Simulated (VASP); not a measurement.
Wanted: the native input for a VASP 6.6.1 run.

| Property | Result |
| --- | --- |
| Task | single point |
| Functional | PBE |
| Potentials or basis | VASP PAW PBE potentials, release 64 (Cd, Ge_d, As) |
| Cutoff | 520 eV |
| k mesh | 8 × 8 × 8 |
| Occupations | gaussian, width 0.01 eV |
| Spin | no spin polarisation |
| Dipole correction | no |
| Further INCAR settings | ALGO = Normal; EDIFF = 1e-06; NBANDS = 46 |

The structure of CdGeAs2 lies in POSCAR:

```
CdGeAs2
1.0
   -3.0241679077      3.0241679077      5.7419815118
    3.0241679077     -3.0241679077      5.7419815118
    3.0241679077      3.0241679077     -5.7419815118
Cd Ge As
2 2 4
Direct
    0.2500000000      0.7500000000      0.5000000000
    0.5000000000      0.5000000000      0.0000000000
    0.0000000000      0.0000000000      0.0000000000
    0.7500000000      0.2500000000      0.5000000000
    0.8750000000      0.3482587034      0.9732587034
    0.6517412966      0.6250000000      0.5267412966
    0.3750000000      0.9017412966      0.0267412966
    0.0982587034      0.1250000000      0.4732587034
```

These files were run (other wordings do the same):

INCAR

```
  ALGO = Normal
  EDIFF = 1E-6
  ENCUT = 520
  GGA = PE
  ISIF = 2
  ISMEAR = 0
  KPAR = 2
  LASPH = T
  LCHARG = F
  LREAL = F
  LWAVE = F
  NBANDS = 46
  NELM = 60
  PREC = Accurate
  SIGMA = 0.01
```

KPOINTS

```
k-points
0
Gamma
  8 8 8
```

Potentials or basis: VASP PAW PBE potentials, release 64 (Cd, Ge_d, As).

Command:

```sh
$ cat potpaw_PBE.64/Cd/POTCAR potpaw_PBE.64/Ge_d/POTCAR potpaw_PBE.64/As/POTCAR > POTCAR
$ mpirun -np 2 vasp_std > vasp.out
```

It gave:

```yaml
Pressure: 0.2 GPa
Largest_force: 0.008 eV/Å
Band_gap_on_the_k_mesh: 0.12 eV (least direct gap 0.21 eV)
```

Caveat: semilocal functionals underestimate gaps, and a narrow one can read as zero.

Wall time 7.6 min on 2 MPI ranks on Intel(R) Xeon(R) Platinum 8275CL CPU @ 3.00GHz (Skylake/Cascade Lake) (shared host), peak memory 0.71 GiB a rank.
